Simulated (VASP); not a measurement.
**Sn: single point with PBE**

The system is Sn.

```
CELL_PARAMETERS angstrom
3.23327 0.00000 0.00000
-1.61663 2.80009 0.00000
0.00000 0.00000 3.16944
ATOMIC_POSITIONS crystal
Sn 0.00000 0.00000 0.00000
```

This isn't the form of Sn at room conditions, which is tetragonal (white tin).

```json
{
 "Program": "VASP 6.6.1",
 "Task": "single point",
 "Functional": "PBE",
 "Potentials or basis": "VASP PAW PBE potentials, release 64 (Sn_d)",
 "Cutoff": "500 eV",
 "k mesh": "6 × 6 × 6",
 "Occupations": "gaussian, width 0.1 eV",
 "Spin": "no spin polarisation"
}
```

```
Pressure               : 0.0 GPa
Band gap on the k mesh : zero (bands 7 and 8 overlap by 6.87 eV)
```

Stress tensor (GPa, compression positive):
```
-0.19  0.00  0.00
 0.00 -0.19  0.00
 0.00  0.00  0.30
```

Levels at points of the mesh, in eV from the Fermi level:
```csv
k point,band 3,band 4,band 5,band 6,band 7,band 8,band 9,band 10,band 11,band 12
"(0.00, 0.00, 0.00)",-21.90,-21.73,-21.73,-11.21,3.89,6.85,6.85,7.41,10.70,11.66
"(0.50, 0.00, 0.00)",-21.82,-21.75,-21.69,-7.10,-4.80,3.16,6.75,7.36,10.87,12.29
"(0.00, 0.00, 0.50)",-21.81,-21.80,-21.80,-8.62,-5.06,9.19,9.19,12.42,12.58,14.25
"(0.50, 0.00, 0.50)",-21.83,-21.69,-21.64,-4.24,-2.72,-1.76,2.64,5.28,9.83,9.99
```

Run time: 11 s on 1 thread of Intel Xeon 8259CL, with other jobs on the host, peak memory 0.14 GiB.

Caveat: the k points lie up to 0.37 Å⁻¹ apart, too coarse for converged energies and pressures of a metal; spin-orbit coupling is left out, which moves the levels of the heavy elements.
